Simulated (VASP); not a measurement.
Here is a VASP 6.6.1 calculation.

The input INCAR:

```
SYSTEM = Ge
PREC = Accurate
ENCUT = 600
EDIFF = 1E-6
ISMEAR = -1
SIGMA = 0.08
LREAL = .FALSE.
LASPH = .TRUE.
NELM = 100
ALGO = Normal
ISIF = 3
LWAVE = .FALSE.
LCHARG = .FALSE.
GGA = CA
IBRION = 2
NSW = 32
EDIFFG = -0.005
PSTRESS = 110.0
```

The input KPOINTS:

```
regular mesh
0
G
  16 16 15
  0 0 0
```

POSCAR

```
Ge
1.0
    2.7170913414      0.0000000000      0.0000000000
   -1.3585456707      2.3530701260      0.0000000000
    0.0000000000      0.0000000000      2.5289565259
Ge
1
Direct
    0.0000000000      0.0000000000      0.0000000000
```

Potentials or basis: VASP PAW LDA potentials, release 64 (Ge_d).

Launch:

```sh
$ cat potpaw_LDA.64/Ge_d/POTCAR > POTCAR
$ mpirun -np 1 vasp_std > vasp.out
```

Q: Predict the relaxed volume.

A: 16.20 Å³/atom.

Q: Predict the band gap on the k mesh.

A: Zero (bands 7 and 8 overlap by 11.36 eV).

Final structure:
```
CELL_PARAMETERS angstrom
2.71894 0.00000 0.00000
-1.35947 2.35467 0.00000
0.00000 0.00000 2.53045
ATOMIC_POSITIONS crystal
Ge 0.00000 0.00000 0.00000
```

Caveat: the cell is relaxed towards a set pressure, so the run minimises the enthalpy, not the energy.
